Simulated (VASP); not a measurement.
A run of VASP 6.6.1:

File INCAR:

```
SYSTEM = LiH
PREC = Accurate
ENCUT = 520
EDIFF = 1E-6
ISMEAR = -1
SIGMA = 0.02
LREAL = .False.
LASPH = .True.
NELM = 80
ALGO = Normal
ISIF = 2
LWAVE = .False.
LCHARG = .False.
GGA = PE
NBANDS = 9
```

KPOINTS

```
regular mesh
0
Gamma
  10 10 10
  0 0 0
```

POSCAR

```
LiH
1.0
    0.0000000000      1.9984726927      1.9984726927
    2.1073894544      0.0000000000      1.9984726927
    2.1073894544      1.9984726927      0.0000000000
Li H
1 1
Direct
    0.0000000000      0.0000000000      0.0000000000
    0.5000000000      0.5000000000      0.5000000000
```

Potentials or basis: VASP PAW PBE potentials, release 64 (Li_sv, H).

Command:

```console
$ cat potpaw_PBE.64/Li_sv/POTCAR potpaw_PBE.64/H/POTCAR > POTCAR
$ mpirun -np 1 vasp_std > vasp.out
```

Hardware: 1 thread of AMD EPYC 7R13, with other jobs on the host.

Task: How long does it take, and how much memory?

Result: It took 28 s on 1 thread of AMD EPYC 7R13, on a shared host, peak memory 0.11 GiB. Counts: scf iterations 11, k points 102.
